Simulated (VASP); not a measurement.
# Ba (Fd-3m) in VASP: further runs

Ba is run at these levels: PBE; tasks: single point.

All numbers are computed with VASP 6.6.1; they aren't measurements. Logs are shortened: lines on timing, memory, paths and dates and some standing lists are left out, and cuts for length are marked.

**1. The cell of the first run**

It takes space group Fd-3m (No. 227, cubic). The conventional cell has a = 6.825 Å, b = 6.825 Å, c = 6.825 Å, α = 90.00°, β = 90.00°, γ = 90.00°. Ba (site symmetry -43m) has 4 Ba at 2.96 Å within 3.9 Å.

This isn't the form of Ba at room conditions, which is bcc.

**2. Single point, PBE**

INCAR reads:

```
SYSTEM = Ba
PREC     = Accurate       ! precision mode
ENCUT    = 520            ! plane-wave cutoff, eV
EDIFF    = 1E-6           ! SCF threshold, eV
ISMEAR   = 1              ! smearing method
SIGMA    = 0.05           ! smearing width, eV
LREAL    = .FALSE.        ! projectors in reciprocal space
LASPH    = .TRUE.         ! aspherical terms in the spheres
NELM     = 100            ! most SCF steps
ALGO     = Normal         ! electronic algorithm
ISIF     = 2              ! what is computed and relaxed
LWAVE    = .FALSE.        ! write WAVECAR
LCHARG   = .FALSE.        ! write CHGCAR
GGA      = PE             ! functional
NBANDS   = 17             ! bands
```

KPOINTS reads:

```
Automatic mesh
0
G
  9 9 9
  0 0 0
```

POSCAR reads:

```
Ba
1.0
    0.0000000000      3.4126178262      3.4126178262
    3.4126178262      0.0000000000      3.4126178262
    3.4126178262      3.4126178262      0.0000000000
Ba
2
Direct
    0.0000000000      0.0000000000      0.0000000000
    0.2500000000      0.2500000000      0.2500000000
```

Potentials or basis: VASP PAW PBE potentials, release 64 (Ba_sv).

Launch:

```console
cat potpaw_PBE.64/Ba_sv/POTCAR > POTCAR
mpirun -np 1 vasp_std > vasp.out
```

OUTCAR:

```text
SYSTEM = Ba
   PREC = Accurate
   ENCUT = 520
   EDIFF = 1E-6
   ISMEAR = 1
   LREAL = .FALSE.
   LASPH = .TRUE.
   NELM = 100
   ISIF = 2
   GGA = PE

 ion  position               nearest neighbor table
   1  0.000  0.000  0.000-   2 2.96   2 2.96   2 2.96   2 2.96
   2  0.250  0.250  0.250-   1 2.96   1 2.96   1 2.96   1 2.96

  LATTYP: Found a face centered cubic cell.
 ALAT       =     6.8252356524

  Lattice vectors:

 A1 = (   0.0000000000,   3.4126178262,   3.4126178262)
 A2 = (   3.4126178262,   0.0000000000,   3.4126178262)
 A3 = (   3.4126178262,   3.4126178262,   0.0000000000)

Analysis of symmetry for initial positions (statically):
=====================================================================
 Subroutine PRICEL returns:
 Original cell was already a primitive cell.

 Routine SETGRP: Setting up the symmetry group for a
 face centered cubic supercell.

 Subroutine GETGRP returns: Found 48 space group operations
 (whereof 24 operations were pure point group operations)
 out of a pool of 48 trial point group operations.

The static configuration has the point symmetry T_d .
 The point group associated with its full space group is O_h .

Analysis of symmetry for dynamics (positions and initial velocities):
=====================================================================
 Subroutine PRICEL returns:
 Original cell was already a primitive cell.

 Routine SETGRP: Setting up the symmetry group for a
 face centered cubic supercell.

 Subroutine GETGRP returns: Found 48 space group operations
 (whereof 24 operations were pure point group operations)
 out of a pool of 48 trial point group operations.

The dynamic configuration has the point symmetry T_d .
 The point group associated with its full space group is O_h .

 Subroutine INISYM returns: Found 48 space group operations
 (whereof 24 operations are pure point group operations),
 and found     1 'primitive' translations

----------------------------------------------------------------------------------------

                                     Primitive cell

  volume of cell :      79.4864

  direct lattice vectors                    reciprocal lattice vectors
     0.000000000  3.412617826  3.412617826    -0.146515088  0.146515088  0.146515088
     3.412617826  0.000000000  3.412617826     0.146515088 -0.146515088  0.146515088
     3.412617826  3.412617826  0.000000000     0.146515088  0.146515088 -0.146515088

  length of vectors
     4.826170413  4.826170413  4.826170413     0.253771576  0.253771576  0.253771576

  position of ions in fractional coordinates (direct lattice)
     0.000000000  0.000000000  0.000000000
     0.250000000  0.250000000  0.250000000

  ion indices of the primitive-cell ions
   primitive index   ion index
                 1           1
                 2           2

----------------------------------------------------------------------------------------

 KPOINTS: Automatic mesh

Automatic generation of k-mesh.
 Grid dimensions read from file:
 generate k-points for:    9    9    9

 Generating k-lattice:

  Cartesian coordinates                     Fractional coordinates (reciprocal lattice)
    -0.016279454  0.016279454  0.016279454     0.111111111  0.000000000  0.000000000
     0.016279454 -0.016279454  0.016279454     0.000000000  0.111111111  0.000000000
     0.016279454  0.016279454 -0.016279454     0.000000000  0.000000000  0.111111111

  Length of vectors
     0.028196842  0.028196842  0.028196842

  Shift w.r.t. Gamma in fractional coordinates (k-lattice)
     0.000000000  0.000000000  0.000000000

 Subroutine IBZKPT returns following result:
 ===========================================

 Found     35 irreducible k-points:

 Following reciprocal coordinates:
            Coordinates               Weight
  0.000000  0.000000  0.000000      1.000000
  0.111111  0.000000  0.000000      8.000000
  0.222222  0.000000  0.000000      8.000000
  0.333333  0.000000  0.000000      8.000000
  0.444444  0.000000  0.000000      8.000000
  0.111111  0.111111  0.000000      6.000000
[... 16 lines left out ...]
 -0.333333  0.333333  0.000000     12.000000
  0.444444  0.444444  0.000000      6.000000
 [... further k-points ...]
   k-points           NKPTS =     35   k-points in BZ     NKDIM =     35   number of bands    NBANDS=     17
   number of dos      NEDOS =    301   number of ions     NIONS =      2
   total plane-waves  NPLWV =  46656
   dimension x,y,z NGX =    36 NGY =   36 NGZ =   36
   dimension x,y,z NGXF=    72 NGYF=   72 NGZF=   72
   ions per type =               2
   NGX,Y,Z   is equivalent  to a cutoff of  12.40, 12.40, 12.40 a.u.
   NGXF,Y,Z  is equivalent  to a cutoff of  24.80, 24.80, 24.80 a.u.
 SYSTEM =  Ba
   PREC   = accura    normal or accurate (medium, high low for compatibility)
   ISTART =      0    job   : 0-new  1-cont  2-samecut
   ICHARG =      2    charge: 1-file 2-atom 10-const
   ISPIN  =      1    spin polarized calculation?
   LNONCOLLINEAR =      F non collinear calculations
   LSORBIT =      F    spin-orbit coupling
   LASPH  =      T    aspherical Exc in radial PAW
   ENCUT  =  520.0 eV  38.22 Ry    6.18 a.u.   8.97  8.97  8.97*2*pi/ulx,y,z
   NELM   =    100;   NELMIN=  2; NELMDL= -5     # of ELM steps
   EDIFF  = 0.1E-05   stopping-criterion for ELM
   LREAL  =      F    real-space projection
[... 7 lines left out ...]
   TEBEG  =    0.0;   TEEND  =   0.0 temperature during run
   PSTRESS=    0.0 pullay stress
   NELECT =      20.0000    total number of electrons
   NUPDOWN=      -1.0000    fix difference up-down
   EMIN   =  10.00;   EMAX   =-10.00  energy-range for DOS
   EFERMI =   0.00;   METHOD = LEGACY
   ISMEAR =     1;   SIGMA  =   0.05  broadening in eV -4-tet -1-fermi 0-gaus
   EFERMI_NEDOS =   21; number of points for ismear=-14 and -15
   IALGO  =     38    algorithm
   IMIX   =      4    mixing-type and parameters
     AMIX     =   0.40;   BMIX     =  1.00
     AMIX_MAG =   1.60;   BMIX_MAG =  1.00
  volume/ion in A,a.u.               =      39.74       268.20
  Fermi-wavevector in a.u.,A,eV,Ry     =   1.033524  1.953077 14.533357  1.068172
  Thomas-Fermi vector in A             =   2.167775
   LORBIT       =      0    0 simple, 1 ext, 2 COOP (PROOUT), +10 PAW based schemes
   GGA     = PE    functional components
   LHFCALC =     F    Hartree Fock is set to
   AEXX    =    0.0000 exact exchange contribution
   IVDW    =     0    specifies the selected vdW correction
   LEPSILON=     F    determine dielectric tensor
   LRPA    =     F    only Hartree local field effects (RPA)
 non-spin polarized calculation
 Methfessel and Paxton  Order N= 1 SIGMA  =   0.05
  energy-cutoff  :      520.00
  volume of cell :       79.49
 maximum number of plane-waves:      2165
   NGX = 17   NGY = 17   NGZ = 17

 number of electron      19.9999999 magnetization

 Free energy of the ion-electron system (eV)
  ---------------------------------------------------
  ext. energy  EPLUGINS =         0.00000000
  ---------------------------------------------------
  free energy    TOTEN  =        -0.94457343 eV

  energy without entropy =       -0.94430105  energy(sigma->0) =       -0.94448264

 E-fermi :   2.9755     XC(G=0):  -8.8916

 val. band max:        2.9702258578   @ k =  -0.3333   0.2222   0.0000
 cond. band min:       3.0302509391   @ k =  -0.4444   0.1111   0.0000
 fundamental gap:      0.0600250813
 Fermi energy:         2.9755095154

 k-point     1 :       0.0000    0.0000    0.0000
  band No.  band energies     occupation
      1     -26.5162      2.00000
      2     -24.5721      2.00000
      3     -12.1238      2.00000
      4     -12.1238      2.00000
      5     -12.1238      2.00000
      6      -9.8908      2.00000
[... 9 lines left out ...]
     16       7.8085      0.00000
     17       7.8085      0.00000

 k-point     2 :       0.1111    0.0000    0.0000
  band No.  band energies     occupation
      1     -26.4789      2.00000
      2     -24.6246      2.00000
      3     -12.1661      2.00000
      4     -12.1661      2.00000
      5     -12.1265      2.00000
      6      -9.8536      2.00000
[... 9 lines left out ...]
     16       7.6284      0.00000
     17       7.6284      0.00000

 k-point     3 :       0.2222    0.0000    0.0000
  band No.  band energies     occupation
      1     -26.3741      2.00000
      2     -24.7672      2.00000
      3     -12.2648      2.00000
      4     -12.2648      2.00000
      5     -12.1417      2.00000
      6      -9.7424      2.00000
[... 9 lines left out ...]
     16       7.4714      0.00000
     17       7.4714      0.00000

 k-point     4 :       0.3333    0.0000    0.0000
  band No.  band energies     occupation
      1     -26.2285      2.00000
      2     -24.9552      2.00000
      3     -12.3651      2.00000
      4     -12.3651      2.00000
      5     -12.1718      2.00000
      6      -9.5878      2.00000
[... 9 lines left out ...]
     16       8.1313      0.00000
     17       8.1313      0.00000
[... 343 lines left out ...]
      1     -25.8078      2.00000
      2     -25.4411      2.00000
      3     -12.8185      2.00000
      4     -12.6637      2.00000
      5     -11.2278      2.00000
      6     -10.5153      2.00000
[... 9 lines left out ...]
     16       7.1293      0.00000
     17       8.1724      0.00000

 k-point    23 :      -0.3333    0.3333    0.0000
  band No.  band energies     occupation
      1     -25.8613      2.00000
      2     -25.3834      2.00000
      3     -12.8500      2.00000
      4     -12.5923      2.00000
      5     -11.3748      2.00000
      6     -10.3094      2.00000
[... 9 lines left out ...]
     16       6.8434      0.00000
     17       8.2021      0.00000

 k-point    24 :       0.4444    0.4444    0.0000
  band No.  band energies     occupation
      1     -25.7913      2.00000
      2     -25.4586      2.00000
      3     -12.7341      2.00000
      4     -12.7341      2.00000
      5     -11.1041      2.00000
      6     -10.7518      2.00000
[... 9 lines left out ...]
     16       7.5628      0.00000
     17       9.0846      0.00000

 [... further k-points ...]

------------------------ aborting loop because EDIFF is reached ----------------------------------------

  FORCE on cell =-STRESS in cart. coord.  units (eV):
  Direction    XX          YY          ZZ          XY          YZ          ZX
  --------------------------------------------------------------------------------------
  -------------------------------------------------------------------------------------
  Total        5.9910590      5.9910590      5.9910590      0.0000000     -0.0000000      0.0000000
  in kB      120.7594760    120.7594760    120.7594760      0.0000000     -0.0000000      0.0000000
  external PRESSURE =     120.7594760 kB  Pullay stress =       0.0000000 kB

 VOLUME and BASIS-vectors are now :
 -----------------------------------------------------------------------------
  energy-cutoff  :      520.00
  volume of cell :       79.49
      direct lattice vectors                 reciprocal lattice vectors
     0.000000000  3.412617826  3.412617826    -0.146515088  0.146515088  0.146515088
     3.412617826  0.000000000  3.412617826     0.146515088 -0.146515088  0.146515088
     3.412617826  3.412617826  0.000000000     0.146515088  0.146515088 -0.146515088

 POSITION                                       TOTAL-FORCE (eV/Angst)
 -----------------------------------------------------------------------------------
      0.00000      0.00000      0.00000         0.000000      0.000000      0.000000
      1.70631      1.70631      1.70631        -0.000000     -0.000000     -0.000000
 -----------------------------------------------------------------------------------
    total drift:                                0.000000      0.000000     -0.000000

  FREE ENERGIE OF THE ION-ELECTRON SYSTEM (eV)
  ---------------------------------------------------
  free  energy   TOTEN  =        -0.9445734350 eV

  energy  without entropy=       -0.9443010511  energy(sigma->0) =       -0.94448264
```

Wall time 22 s (1 thread of AMD EPYC 9R45 (Zen 5), shared host); peak memory 0.19 GiB.

Results:

```yaml
Free_energy: -0.9446 eV
Pressure: 12.1 GPa
Band_gap_on_the_k_mesh: zero (bands 10 and 11 overlap by 0.39 eV)
```

Caveat: the cell stands under pressure; spin-orbit coupling is left out, which moves the levels of the heavy elements.

**3. Single point, PBE**

This run uses another cell than the first one, of 56.48 Å³/atom.

INCAR reads:

```
SYSTEM = Ba
PREC = Accurate
ENCUT = 520
EDIFF = 1E-6
ISMEAR = 1
SIGMA = 0.05
LREAL = .FALSE.
LASPH = .TRUE.
NELM = 100
ALGO = Normal
ISIF = 2
LWAVE = .FALSE.
LCHARG = .TRUE.
GGA = PE
LELF = .TRUE.
LVHAR = .TRUE.
NBANDS = 17
```

KPOINTS is that of step 2.

POSCAR reads:

```
Ba
1.0
    0.0000000000      3.8368353092      3.8368353092
    3.8368353092      0.0000000000      3.8368353092
    3.8368353092      3.8368353092      0.0000000000
Ba
2
Direct
    0.0000000000      0.0000000000      0.0000000000
    0.2500000000      0.2500000000      0.2500000000
```

Potentials or basis: VASP PAW PBE potentials, release 64 (Ba_sv).

Launch:

```console
cat potpaw_PBE.64/Ba_sv/POTCAR > POTCAR
mpirun -np 1 vasp_std > vasp.out
```

Wall time 28 s (1 thread of AMD EPYC 9R45 (Zen 5), shared host); peak memory 0.23 GiB.

The run converged. Its results:

* Free energy: -1.8385 eV
* Pressure: 0.4 GPa
* Band gap on the k mesh: zero (bands 10 and 11 overlap by 0.18 eV)

Levels at points of the mesh, in eV from the Fermi level:
| k point | band 7 | band 8 | band 9 | band 10 | band 11 | band 12 | band 13 | band 14 |
| --- | --- | --- | --- | --- | --- | --- | --- | --- |
| (0.00, 0.00, 0.00) | -13.80 | -13.80 | -2.13 | 0.14 | 0.14 | 1.27 | 1.27 | 1.27 |

Caveat: spin-orbit coupling is left out, which moves the levels of the heavy elements.

The gap in the log of VASP goes by the Fermi energy; the results here count the filled bands.